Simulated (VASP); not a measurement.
Crystal: Te2Mo.

```xyz
6
Lattice="3.5182 0.0000 0.0000 -1.7591 3.0469 0.0000 0.0000 0.0000 13.9736" Properties=species:S:1:pos:R:3 pbc="T T T"
Te    0.0000    2.0312    8.6776
Te    1.7591    1.0156    1.6908
Te    0.0000    2.0312   12.2828
Te    1.7591    1.0156    5.2960
Mo    0.0000    2.0312    3.4934
Mo    1.7591    1.0156   10.4802
```

| Property | Result |
| --- | --- |
| Program | VASP 6.6.1 |
| Task | relaxation of cell and atoms |
| Functional | PBE |
| Dispersion | D3(BJ) |
| Potentials or basis | VASP PAW PBE potentials, release 64 (Te, Mo_sv) |
| Cutoff | 600 eV |
| k mesh | 12 × 12 × 2 |
| Occupations | fermi-dirac, width 0.02 eV |
| Spin | no spin polarisation |

At the start: pressure -0.5 GPa; volume 24.96 Å³/atom.

How do energy, volume and symmetry change on relaxing?

Over 10 steps the energy falls by 4.2 meV/atom and the volume is 24.14 Å³/atom (-3.3 %); space group P6_3/mmc (No. 194, to 0.05 Å).

The path:
```
step  energy change (eV)  largest force (eV/Å)  pressure (GPa)  volume (Å³)
   1              0.0000                0.1797           -0.54       149.79
   2             -0.0099                0.1686            0.09       147.97
   3             -0.0109                0.1645            0.34       147.24
   4             -0.0141                0.0455           -0.59       147.40
   5             -0.0144                0.0054           -0.36       147.36
   6             -0.0192                0.0024           -0.28       146.67
   7             -0.0251                0.0065           -0.05       145.13
   8             -0.0254                0.0107            0.03       144.67
   9             -0.0254                0.0102            0.02       144.72
  10             -0.0254                0.0010            0.01       144.83
```

Final structure:
```xyz
6
Lattice="3.4948 0.0000 0.0000 -1.7474 3.0266 0.0000 0.0000 0.0000 13.6930" Properties=species:S:1:pos:R:3 pbc="T T T"
Te    0.0000    2.0177    8.4513
Te    1.7474    1.0089    1.6048
Te    0.0000    2.0177   12.0882
Te    1.7474    1.0089    5.2417
Mo    0.0000    2.0177    3.4232
Mo    1.7474    1.0089   10.2697
```
